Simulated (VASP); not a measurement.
Set up this calculation in VASP 6.6.1, as the native input.

| Quantity | Value |
| --- | --- |
| Task | single point |
| Functional | LDA |
| Potentials or basis | VASP PAW LDA potentials, release 64 (Ga_d, N) |
| Cutoff | 600 eV |
| k mesh | 8 × 8 × 8 |
| Occupations | fermi-dirac, width 0.05 eV |
| Spin | no spin polarisation |
| Dipole correction | no |
| Further INCAR settings | ALGO = Normal; EDIFF = 1e-06; NBANDS = 16 |

The structure of GaN lies in POSCAR:

```
GaN
1.0
    0.0000000000      2.0767105653      2.0767105653
    2.0767105653      0.0000000000      2.0767105653
    2.0767105653      2.0767105653      0.0000000000
Ga N
1 1
Direct
    0.0000000000      0.0000000000      0.0000000000
    0.5000000000      0.5000000000      0.5000000000
```

One way to write it, as run:

INCAR

```
  ALGO = Normal
  EDIFF = 1E-6
  ENCUT = 600
  GGA_COMPAT = False
  ISIF = 2
  ISMEAR = -1
  LASPH = True
  LCHARG = False
  LREAL = False
  LWAVE = False
  NBANDS = 16
  NELM = 120
  PREC = Accurate
  SIGMA = 0.05
```

KPOINTS

```
k-points
0
Gamma
  8 8 8
```

Potentials or basis: VASP PAW LDA potentials, release 64 (Ga_d, N).

Run with:

```console
$ cat potpaw_LDA.64/Ga_d/POTCAR potpaw_LDA.64/N/POTCAR > POTCAR
$ mpirun -np 1 vasp_std > vasp.out
```

It gave:

| Item | Value |
| --- | --- |
| Pressure | 6.5 GPa |
| Band gap on the k mesh | 0.77 eV, indirect (least direct gap 3.52 eV) |

Wall time 13 s on 1 thread of AMD EPYC 7R43 64-Core Processor (Zen 3) (shared host), peak memory 0.1 GiB.
